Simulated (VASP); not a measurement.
# Ga (Cmce) in VASP: notebook, part 2 of 2

VASP 6.6.1. The steps go on from the part before.

### 3 Single point, LDA (19.10 Å³/atom)

This run uses another cell than the first one, of 19.10 Å³/atom.

The input, INCAR:

```
PREC = Accurate
ENCUT = 520
EDIFF = 1E-6
ISMEAR = -1
SIGMA = 0.1
LREAL = False
LASPH = True
NELM = 60
ALGO = Normal
ISIF = 2
LWAVE = False
LCHARG = False
GGA = CA
NBANDS = 34
```

The input, KPOINTS:

```
regular mesh
0
Gamma
  11 11 10
```

The input, POSCAR:

```
Ga
1.0
    2.2470769393     -3.7911551056      0.0000000000
    2.2470769393      3.7911551056      0.0000000000
    0.0000000000      0.0000000000      4.4831926866
Ga
4
Direct
    0.8443628362      0.1556371638      0.0859373136
    0.6556371638      0.3443628362      0.5859373136
    0.1556371638      0.8443628362      0.9140626864
    0.3443628362      0.6556371638      0.4140626864
```

Potentials or basis: VASP PAW LDA potentials, release 64 (Ga_d).

Command:

```bash
$ cat potpaw_LDA.64/Ga_d/POTCAR > POTCAR
$ mpirun -np 1 vasp_std > vasp.out
```

OUTCAR:

```text
PREC = Accurate
   ENCUT = 520
   EDIFF = 1E-6
   ISMEAR = -1
   LREAL = False
   LASPH = True
   NELM = 60
   ISIF = 2
   GGA = CA

 ion  position               nearest neighbor table
   1  0.844  0.156  0.086-   3 2.48   2 2.66   2 2.66   4 2.69   4 2.69   3 2.77   3 2.77
   2  0.656  0.344  0.586-   4 2.48   1 2.66   1 2.66   3 2.69   3 2.69   4 2.77   4 2.77
   3  0.156  0.844  0.914-   1 2.48   4 2.66   4 2.66   2 2.69   2 2.69   1 2.77   1 2.77
   4  0.344  0.656  0.414-   2 2.48   3 2.66   3 2.66   1 2.69   1 2.69   2 2.77   2 2.77

  LATTYP: Found a base centered orthorhombic cell.
 ALAT       =     4.4941538786
 B/A-ratio  =     1.6871496651
 C/A-ratio  =     0.9975610110

  Lattice vectors:

 A1 = (   2.2470769393,  -3.7911551056,   0.0000000000)
 A2 = (   2.2470769393,   3.7911551056,   0.0000000000)
 A3 = (   0.0000000000,   0.0000000000,   4.4831926866)

Analysis of symmetry for initial positions (statically):
=====================================================================
 Subroutine PRICEL returns:
 Original cell was already a primitive cell.

 Routine SETGRP: Setting up the symmetry group for a
 base centered orthorhombic supercell.

 Subroutine GETGRP returns: Found  8 space group operations
 (whereof  4 operations were pure point group operations)
 out of a pool of  8 trial point group operations.

The static configuration has the point symmetry C_2h.
 The point group associated with its full space group is D_2h.

Analysis of symmetry for dynamics (positions and initial velocities):
=====================================================================
 Subroutine PRICEL returns:
 Original cell was already a primitive cell.

 Routine SETGRP: Setting up the symmetry group for a
 base centered orthorhombic supercell.

 Subroutine GETGRP returns: Found  8 space group operations
 (whereof  4 operations were pure point group operations)
 out of a pool of  8 trial point group operations.

The dynamic configuration has the point symmetry C_2h.
 The point group associated with its full space group is D_2h.

 Subroutine INISYM returns: Found  8 space group operations
 (whereof  4 operations are pure point group operations),
 and found     1 'primitive' translations

----------------------------------------------------------------------------------------

                                     Primitive cell

  volume of cell :      76.3848

  direct lattice vectors                    reciprocal lattice vectors
     2.247076939 -3.791155106  0.000000000     0.222511295 -0.131885926  0.000000000
     2.247076939  3.791155106  0.000000000     0.222511295  0.131885926  0.000000000
     0.000000000  0.000000000  4.483192687     0.000000000  0.000000000  0.223055325

  length of vectors
     4.407063853  4.407063853  4.483192687     0.258660344  0.258660344  0.223055325

  position of ions in fractional coordinates (direct lattice)
     0.844362836  0.155637164  0.085937314
     0.655637164  0.344362836  0.585937314
     0.155637164  0.844362836  0.914062686
     0.344362836  0.655637164  0.414062686

  ion indices of the primitive-cell ions
   primitive index   ion index
                 1           1
                 2           2
                 3           3
                 4           4

[... 28 lines left out ...]
  0.000000  0.000000  0.000000      1.000000
  0.090909  0.000000  0.000000      4.000000
  0.181818  0.000000  0.000000      4.000000
  0.272727  0.000000  0.000000      4.000000
  0.363636  0.000000  0.000000      4.000000
  0.454545  0.000000  0.000000      4.000000
[... 16 lines left out ...]
 -0.272727  0.181818  0.000000      4.000000
 -0.181818  0.181818  0.000000      2.000000
 [... further k-points ...]
   k-points           NKPTS =    216   k-points in BZ     NKDIM =    216   number of bands    NBANDS=     34
   number of dos      NEDOS =    301   number of ions     NIONS =      4
   total plane-waves  NPLWV =  46656
   dimension x,y,z NGX =    36 NGY =   36 NGZ =   36
   dimension x,y,z NGXF=    72 NGYF=   72 NGZF=   72
   ions per type =               4
   NGX,Y,Z   is equivalent  to a cutoff of  13.58, 13.58, 13.35 a.u.
   NGXF,Y,Z  is equivalent  to a cutoff of  27.16, 27.16, 26.70 a.u.
 SYSTEM =  unknown system
   PREC   = accura    normal or accurate (medium, high low for compatibility)
   ISTART =      0    job   : 0-new  1-cont  2-samecut
   ICHARG =      2    charge: 1-file 2-atom 10-const
   ISPIN  =      1    spin polarized calculation?
   LNONCOLLINEAR =      F non collinear calculations
   LSORBIT =      F    spin-orbit coupling
   LASPH  =      T    aspherical Exc in radial PAW
   ENCUT  =  520.0 eV  38.22 Ry    6.18 a.u.   8.19  8.19  8.34*2*pi/ulx,y,z
   NELM   =     60;   NELMIN=  2; NELMDL= -5     # of ELM steps
   EDIFF  = 0.1E-05   stopping-criterion for ELM
   LREAL  =      F    real-space projection
   EDIFFG = 0.1E-04   stopping-criterion for IOM
   NSW    =      0    number of steps for IOM
   IBRION =     -1    ionic relax: 0-MD 1-quasi-New 2-CG
   NFREE  =      0    steps in history (QN), initial steepest desc. (CG)
   ISIF   =      2    stress and relaxation
   ISYM   =      2    0-nonsym 1-usesym 2-fastsym
   POTIM  = 0.5000    time-step for ionic-motion
   TEBEG  =    0.0;   TEEND  =   0.0 temperature during run
   PSTRESS=    0.0 pullay stress
   NELECT =      52.0000    total number of electrons
   NUPDOWN=      -1.0000    fix difference up-down
   EMIN   =  10.00;   EMAX   =-10.00  energy-range for DOS
   EFERMI =   0.00;   METHOD = LEGACY
   ISMEAR =    -1;   SIGMA  =   0.10  broadening in eV -4-tet -1-fermi 0-gaus
   EFERMI_NEDOS =   21; number of points for ismear=-14 and -15
   IALGO  =     38    algorithm
   IMIX   =      4    mixing-type and parameters
     AMIX     =   0.40;   BMIX     =  1.00
     AMIX_MAG =   1.60;   BMIX_MAG =  1.00
  volume/ion in A,a.u.               =      19.10       128.87
  Fermi-wavevector in a.u.,A,eV,Ry     =   1.440148  2.721484 28.218822  2.074025
  Thomas-Fermi vector in A             =   2.558924
   LORBIT       =      0    0 simple, 1 ext, 2 COOP (PROOUT), +10 PAW based schemes
   GGA     = CA    functional components
   LHFCALC =     F    Hartree Fock is set to
   AEXX    =    0.0000 exact exchange contribution
   IVDW    =     0    specifies the selected vdW correction
   LEPSILON=     F    determine dielectric tensor
   LRPA    =     F    only Hartree local field effects (RPA)
 non-spin polarized calculation
  energy-cutoff  :      520.00
  volume of cell :       76.38
 maximum number of plane-waves:      2078
 NGX is ok and might be reduce to    36
   NGX = 17   NGY = 17   NGZ = 17

 number of electron      52.0000011 magnetization

 Free energy of the ion-electron system (eV)
  ---------------------------------------------------
  ext. energy  EPLUGINS =         0.00000000
  ---------------------------------------------------
  free energy    TOTEN  =       -14.42603264 eV

  energy without entropy =      -14.39888848  energy(sigma->0) =      -14.41246056

 E-fermi :   4.9620     XC(G=0): -11.1004

 val. band max:        4.9574835991   @ k =   0.0000   0.0000   0.5000
 cond. band min:       4.9624153604   @ k =  -0.1818   0.0909   0.3000
 fundamental gap:      0.0049317613
 Fermi energy:         4.9619889254

 k-point     1 :       0.0000    0.0000    0.0000
  band No.  band energies     occupation
      1     -10.2717      2.00000
      2     -10.2667      2.00000
      3     -10.2379      2.00000
      4     -10.2210      2.00000
      5     -10.1931      2.00000
      6     -10.1676      2.00000
[... 877 lines left out ...]
     33      10.6438      0.00000
     34      11.0769      0.00000

 [... further k-points ...]

------------------------ aborting loop because EDIFF is reached ----------------------------------------

  FORCE on cell =-STRESS in cart. coord.  units (eV):
  Direction    XX          YY          ZZ          XY          YZ          ZX
  --------------------------------------------------------------------------------------
  -------------------------------------------------------------------------------------
  Total       -1.0228544     -1.0567356     -1.0583776      0.0000000      0.0000000      0.0000000
  in kB      -21.4544561    -22.1651164    -22.1995584      0.0000000      0.0000000      0.0000000
  external PRESSURE =     -21.9397103 kB  Pullay stress =       0.0000000 kB

 VOLUME and BASIS-vectors are now :
 -----------------------------------------------------------------------------
  energy-cutoff  :      520.00
  volume of cell :       76.38
      direct lattice vectors                 reciprocal lattice vectors
     2.247076939 -3.791155106  0.000000000     0.222511295 -0.131885926  0.000000000
     2.247076939  3.791155106  0.000000000     0.222511295  0.131885926  0.000000000
     0.000000000  0.000000000  4.483192687     0.000000000  0.000000000  0.223055325

 POSITION                                       TOTAL-FORCE (eV/Angst)
 -----------------------------------------------------------------------------------
      2.24708     -2.61107      0.38527         0.000000      0.051682     -0.006469
      2.24708     -1.18009      2.62687         0.000000     -0.051682     -0.006469
      2.24708      2.61107      4.09792         0.000000     -0.051682      0.006469
      2.24708      1.18009      1.85632         0.000000      0.051682      0.006469
 -----------------------------------------------------------------------------------
    total drift:                               -0.000000     -0.000000      0.000000

  FREE ENERGIE OF THE ION-ELECTRON SYSTEM (eV)
  ---------------------------------------------------
  free  energy   TOTEN  =       -14.4260326385 eV

  energy  without entropy=      -14.3988884817  energy(sigma->0) =      -14.41246056
```

It took 5.9 min on 1 thread of Intel Xeon Platinum 8488C (Sapphire Rapids), shared host; peak memory 0.46 GiB.

Results:

- Free energy: -14.4260 eV
- Pressure: -2.2 GPa
- Largest force: 0.052 eV/Å
- Band gap on the k mesh: zero (bands 26 and 27 overlap by 1.39 eV)

Forces in eV/Å, atoms in the order of the input:
```
Ga   0.000  0.052 -0.006
Ga   0.000 -0.052 -0.006
Ga   0.000 -0.052  0.006
Ga   0.000  0.052  0.006
```
